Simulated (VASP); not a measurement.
# SrTiO3 in VASP: further runs, part 2 of 2

VASP 6.6.1. The steps go on from the part before.

**6. Single point, PBEsol (equal xx and yy strain of -1 %)**

INCAR

```
PREC = Accurate
ENCUT = 520
EDIFF = 1E-6
ISMEAR = -1
SIGMA = 0.05
LREAL = F
LASPH = T
NELM = 80
ALGO = Normal
ISIF = 2
LWAVE = F
LCHARG = F
GGA = PS
NBANDS = 28
```

KPOINTS

```
regular mesh
0
Gamma
  7 7 7
```

POSCAR

```
SrTiO3
1.0
    3.8659500000      0.0000000000      0.0000000000
    0.0000000000      3.8659500000      0.0000000000
    0.0000000000      0.0000000000      3.9050000000
Sr Ti O
1 1 3
Direct
    0.0000000000      0.0000000000      0.0000000000
    0.5000000000      0.5000000000      0.5000000000
    0.0000000000      0.5000000000      0.5000000000
    0.5000000000      0.0000000000      0.5000000000
    0.5000000000      0.5000000000      0.0000000000
```

Potentials or basis: VASP PAW PBE potentials, release 64 (Sr_sv, Ti_sv, O).

Launch:

```sh
> cat potpaw_PBE.64/Sr_sv/POTCAR potpaw_PBE.64/Ti_sv/POTCAR potpaw_PBE.64/O/POTCAR > POTCAR
> mpirun -np 1 vasp_std > vasp.out
```

OUTCAR:

```text
PREC = Accurate
   ENCUT = 520
   EDIFF = 1E-6
   ISMEAR = -1
   LREAL = F
   LASPH = T
   NELM = 80
   ISIF = 2
   GGA = PS

 ion  position               nearest neighbor table
   1  0.000  0.000  0.000-   5 2.73   5 2.73   5 2.73   5 2.73   4 2.75   3 2.75   4 2.75   3 2.75
                             4 2.75   3 2.75   4 2.75   3 2.75   2 3.36   2 3.36   2 3.36   2 3.36
   2  0.500  0.500  0.500-   3 1.93   4 1.93   4 1.93   3 1.93   5 1.95   5 1.95   1 3.36   1 3.36
                             1 3.36   1 3.36   1 3.36   1 3.36   1 3.36   1 3.36
   3  0.000  0.500  0.500-   2 1.93   2 1.93   1 2.75   1 2.75   1 2.75   1 2.75
   4  0.500  0.000  0.500-   2 1.93   2 1.93   1 2.75   1 2.75   1 2.75   1 2.75
   5  0.500  0.500  0.000-   2 1.95   2 1.95   1 2.73   1 2.73   1 2.73   1 2.73

  LATTYP: Found a simple tetragonal cell.
 ALAT       =     3.8659500000
 C/A-ratio  =     1.0101010101

  Lattice vectors:

 A1 = (   3.8659500000,   0.0000000000,   0.0000000000)
 A2 = (   0.0000000000,   3.8659500000,   0.0000000000)
 A3 = (   0.0000000000,   0.0000000000,   3.9050000000)

Analysis of symmetry for initial positions (statically):
=====================================================================
 Subroutine PRICEL returns:
 Original cell was already a primitive cell.

 Routine SETGRP: Setting up the symmetry group for a
 simple tetragonal supercell.

 Subroutine GETGRP returns: Found 16 space group operations
 (whereof 16 operations were pure point group operations)
 out of a pool of 16 trial point group operations.

The static configuration has the point symmetry D_4h.

Analysis of symmetry for dynamics (positions and initial velocities):
=====================================================================
 Subroutine PRICEL returns:
 Original cell was already a primitive cell.

 Routine SETGRP: Setting up the symmetry group for a
 simple tetragonal supercell.

 Subroutine GETGRP returns: Found 16 space group operations
 (whereof 16 operations were pure point group operations)
 out of a pool of 16 trial point group operations.

The dynamic configuration has the point symmetry D_4h.

 Subroutine INISYM returns: Found 16 space group operations
 (whereof 16 operations are pure point group operations),
 and found     1 'primitive' translations

----------------------------------------------------------------------------------------

                                     Primitive cell

  volume of cell :      58.3624

  direct lattice vectors                    reciprocal lattice vectors
     3.865950000  0.000000000  0.000000000     0.258668633  0.000000000  0.000000000
     0.000000000  3.865950000  0.000000000     0.000000000  0.258668633  0.000000000
     0.000000000  0.000000000  3.905000000     0.000000000  0.000000000  0.256081946

  length of vectors
     3.865950000  3.865950000  3.905000000     0.258668633  0.258668633  0.256081946

  position of ions in fractional coordinates (direct lattice)
     0.000000000  0.000000000  0.000000000
     0.500000000  0.500000000  0.500000000
     0.000000000  0.500000000  0.500000000
     0.500000000  0.000000000  0.500000000
     0.500000000  0.500000000  0.000000000

  ion indices of the primitive-cell ions
   primitive index   ion index
                 1           1
                 2           2
                 3           3
                 4           4
                 5           5

[... 22 lines left out ...]
 ===========================================

 Found     40 irreducible k-points:

 Following reciprocal coordinates:
            Coordinates               Weight
  0.000000  0.000000  0.000000      1.000000
  0.142857  0.000000  0.000000      4.000000
  0.285714  0.000000  0.000000      4.000000
  0.428571  0.000000  0.000000      4.000000
  0.142857  0.142857  0.000000      4.000000
  0.285714  0.142857  0.000000      8.000000
[... 16 lines left out ...]
  0.285714  0.000000  0.285714      8.000000
  0.428571  0.000000  0.285714      8.000000
 [... further k-points ...]
   k-points           NKPTS =     40   k-points in BZ     NKDIM =     40   number of bands    NBANDS=     28
   number of dos      NEDOS =    301   number of ions     NIONS =      5
   total plane-waves  NPLWV =  27000
   dimension x,y,z NGX =    30 NGY =   30 NGZ =   30
   dimension x,y,z NGXF=    60 NGYF=   60 NGZF=   60
   ions per type =               1   1   3
   NGX,Y,Z   is equivalent  to a cutoff of  12.90, 12.90, 12.77 a.u.
   NGXF,Y,Z  is equivalent  to a cutoff of  25.80, 25.80, 25.54 a.u.
 SYSTEM =  unknown system
   PREC   = accura    normal or accurate (medium, high low for compatibility)
   ISTART =      0    job   : 0-new  1-cont  2-samecut
   ICHARG =      2    charge: 1-file 2-atom 10-const
   ISPIN  =      1    spin polarized calculation?
   LNONCOLLINEAR =      F non collinear calculations
   LSORBIT =      F    spin-orbit coupling
   LASPH  =      T    aspherical Exc in radial PAW
   ENCUT  =  520.0 eV  38.22 Ry    6.18 a.u.   7.19  7.19  7.26*2*pi/ulx,y,z
   NELM   =     80;   NELMIN=  2; NELMDL= -5     # of ELM steps
   EDIFF  = 0.1E-05   stopping-criterion for ELM
   LREAL  =      F    real-space projection
   EDIFFG = 0.1E-04   stopping-criterion for IOM
   NSW    =      0    number of steps for IOM
   IBRION =     -1    ionic relax: 0-MD 1-quasi-New 2-CG
   NFREE  =      0    steps in history (QN), initial steepest desc. (CG)
   ISIF   =      2    stress and relaxation
   ISYM   =      2    0-nonsym 1-usesym 2-fastsym
   POTIM  = 0.5000    time-step for ionic-motion
   TEBEG  =    0.0;   TEEND  =   0.0 temperature during run
   PSTRESS=    0.0 pullay stress
   NELECT =      40.0000    total number of electrons
   NUPDOWN=      -1.0000    fix difference up-down
   EMIN   =  10.00;   EMAX   =-10.00  energy-range for DOS
   EFERMI =   0.00;   METHOD = LEGACY
   ISMEAR =    -1;   SIGMA  =   0.05  broadening in eV -4-tet -1-fermi 0-gaus
   EFERMI_NEDOS =   21; number of points for ismear=-14 and -15
   IALGO  =     38    algorithm
   IMIX   =      4    mixing-type and parameters
     AMIX     =   0.40;   BMIX     =  1.00
     AMIX_MAG =   1.60;   BMIX_MAG =  1.00
  volume/ion in A,a.u.               =      11.67        78.77
  Fermi-wavevector in a.u.,A,eV,Ry     =   1.443390  2.727611 28.346029  2.083374
  Thomas-Fermi vector in A             =   2.561803
   LORBIT       =      0    0 simple, 1 ext, 2 COOP (PROOUT), +10 PAW based schemes
   GGA     = PS    functional components
   LHFCALC =     F    Hartree Fock is set to
   AEXX    =    0.0000 exact exchange contribution
   IVDW    =     0    specifies the selected vdW correction
   LEPSILON=     F    determine dielectric tensor
   LRPA    =     F    only Hartree local field effects (RPA)
 non-spin polarized calculation
  energy-cutoff  :      520.00
  volume of cell :       58.36
 maximum number of plane-waves:      1588
 NGX is ok and might be reduce to    30
   NGX = 15   NGY = 15   NGZ = 15

 number of electron      40.0000018 magnetization

 Free energy of the ion-electron system (eV)
  ---------------------------------------------------
  ext. energy  EPLUGINS =         0.00000000
  ---------------------------------------------------
  free energy    TOTEN  =       -42.00626779 eV

  energy without entropy =      -42.00626779  energy(sigma->0) =      -42.00626779

 E-fermi :   5.1091     XC(G=0): -11.6472

 val. band max:        4.1250774313   @ k =   0.4286   0.4286   0.4286
 cond. band min:       6.0218750508   @ k =   0.0000   0.0000   0.0000
 fundamental gap:      1.8967976196
 Fermi energy:         5.1090807976

 k-point     1 :       0.0000    0.0000    0.0000
  band No.  band energies     occupation
      1     -51.9252      2.00000
      2     -28.3936      2.00000
      3     -28.3050      2.00000
      4     -28.3050      2.00000
      5     -28.2946      2.00000
      6     -13.2430      2.00000
[... 733 lines left out ...]
     27      12.5864      0.00000
     28      12.8097      0.00000

 [... further k-points ...]
[... 5 lines left out ...]
  --------------------------------------------------------------------------------------
  -------------------------------------------------------------------------------------
  Total        1.2294225      1.2294225      0.2891279      0.0000000      0.0000000      0.0000000
  in kB       33.7503452     33.7503452      7.9371945      0.0000000      0.0000000      0.0000000
  external PRESSURE =      25.1459616 kB  Pullay stress =       0.0000000 kB

 VOLUME and BASIS-vectors are now :
 -----------------------------------------------------------------------------
  energy-cutoff  :      520.00
  volume of cell :       58.36
      direct lattice vectors                 reciprocal lattice vectors
     3.865950000  0.000000000  0.000000000     0.258668633  0.000000000  0.000000000
     0.000000000  3.865950000  0.000000000     0.000000000  0.258668633  0.000000000
     0.000000000  0.000000000  3.905000000     0.000000000  0.000000000  0.256081946

 POSITION                                       TOTAL-FORCE (eV/Angst)
 -----------------------------------------------------------------------------------
      0.00000      0.00000      0.00000         0.000000      0.000000      0.000000
      1.93298      1.93298      1.95250         0.000000      0.000000      0.000000
      0.00000      1.93298      1.95250         0.000000      0.000000      0.000000
      1.93298      0.00000      1.95250         0.000000      0.000000      0.000000
      1.93298      1.93298      0.00000         0.000000      0.000000      0.000000
 -----------------------------------------------------------------------------------
    total drift:                                0.000000      0.000000     -0.000000

  FREE ENERGIE OF THE ION-ELECTRON SYSTEM (eV)
  ---------------------------------------------------
  free  energy   TOTEN  =       -42.0062677950 eV

  energy  without entropy=      -42.0062677942  energy(sigma->0) =      -42.00626779
```

stdout:

```text
POSCAR found type information on POSCAR SrTiO
 POSCAR found :  3 types and       5 ions
 scaLAPACK will be used
 -----------------------------------------------------------------------------
|                                                                             |
|                                                                             |
|     You enforced a specific xc type in the INCAR file but a different       |
|     I HOPE YOU KNOW WHAT YOU ARE DOING!                                     |
|                                                                             |
 -----------------------------------------------------------------------------

 LDA part: xc-table for (Slater+PW92), standard interpolation
 POSCAR, INCAR and KPOINTS ok, starting setup
 FFT: planning ... GRIDC
 FFT: planning ... GRID_SOFT
 FFT: planning ... GRID
 WAVECAR not read
 entering main loop
```

Wall time 2.7 min (1 thread of Intel Xeon 8259CL, shared host); peak memory 0.21 GiB.

What came out:

```yaml
Free_energy: -42.0063 eV
Pressure: 2.5 GPa
Band_gap_on_the_k_mesh: 1.90 eV (least direct gap 2.17 eV)
```

Levels at points of the mesh, in eV from the valence-band top:
```csv
k point,band 17,band 18,band 19,band 20,band 21,band 22,band 23,band 24
"(0.00, 0.00, 0.00)",-1.14,-0.29,-0.28,-0.28,1.90,1.90,1.92,4.50
```

Caveat: the cell differs from its parent crystal (equal xx and yy strain of -1 %); the PAW data sets were made with another functional, which shifts forces and pressure a little. A k mesh can miss the band edges.

**7. Summary**

| cell | gap on the mesh (eV) | pressure (GPa) |
| --- | --- | --- |
| a = 3.905 Å, angles 89.4°, 5 atoms | 1.84 | -1.3 |
| a = 3.906 Å, angles 88.3°, 5 atoms | 1.77 | -1.1 |
| a = 3.788, b = 3.788, c = 3.905 Å, 5 atoms | 1.94 | 11.5 |
| a = 3.827, b = 3.827, c = 3.905 Å, 5 atoms | 1.92 | 6.8 |
| a = 3.866, b = 3.866, c = 3.905 Å, 5 atoms | 1.90 | 2.5 |

Alike in all rows: task single point; level PBEsol; potentials or basis VASP PAW PBE potentials, release 64 (Sr_sv, Ti_sv, O); no spin polarisation; k mesh 7 × 7 × 7; cutoff (eV) 520; smearing fermi-dirac 0.05 eV.

Caveats: the PAW data sets were made with another functional, which shifts forces and pressure a little; the stress differs along the axes, from 5 to 15 GPa (at least some runs); the stress differs along the axes, from 3 to 9 GPa (at least some runs).

Total energies depend on the potentials used, so only differences within one code and one set of settings carry meaning.
